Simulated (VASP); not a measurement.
Write the native input for VASP 6.6.1 that does the following.

```yaml
Task: relaxation of cell and atoms
Functional: PBE
Potentials_or_basis: VASP PAW PBE potentials, release 64 (Cd)
Cutoff: 600 eV
k_mesh: 6 × 6 × 6
Occupations: gaussian, width 0.1 eV
Spin: no spin polarisation
Dipole_correction: no
Further_INCAR_settings: ALGO = Normal; EDIFF = 1e-06; IBRION = 2; EDIFFG = -0.04; NSW = 90; ISIF = 3
```

The structure of Cd lies in POSCAR:

```
Cd
1.0
    1.9157489346      1.1060581631      3.5525267142
   -1.9157489346      1.1060581631      3.5525267142
    0.0000000000     -2.2121163262      3.5525267142
Cd
2
Direct
    0.2275400000      0.2275400000      0.2275400000
    0.7724600000      0.7724600000      0.7724600000
```

The input as run:

INCAR

```
SYSTEM = Cd
PREC = Accurate
ENCUT = 600
EDIFF = 1E-6
ISMEAR = 0
SIGMA = 0.1
LREAL = .FALSE.
LASPH = .TRUE.
NELM = 100
ALGO = Normal
ISIF = 3
LWAVE = .FALSE.
LCHARG = .FALSE.
GGA = PE
IBRION = 2
NSW = 90
EDIFFG = -0.04
```

KPOINTS

```
Automatic mesh
0
G
  6 6 6
  0 0 0
```

Potentials or basis: VASP PAW PBE potentials, release 64 (Cd).

Command:

```bash
$ cat potpaw_PBE.64/Cd/POTCAR > POTCAR
$ mpirun -np 1 vasp_std > vasp.out
```

Results of the run:

The relaxed volume is 27.07 Å³/atom. The relaxed cell is a = 4.382 Å, b = 4.382 Å, c = 4.382 Å, α = 56.11°, β = 56.11°, γ = 56.11°. The space group after relaxing (to 0.1 Å) is R-3m (No. 166). The energy gained by relaxing is 405.6 meV/atom and the ionic steps are 10. The pressure after relaxing is -0.1 GPa. The largest force after relaxing is 0.011 eV/Å. The band gap on the k mesh is zero (bands 12 and 13 overlap by 4.55 eV).

Caveat: the volume moved by over 15 % at a fixed basis, so the end points are rough.

Run time: 2.4 min on 1 thread of Oxide Virtual Turin-like Processor, on a shared host, peak memory 0.19 GiB.
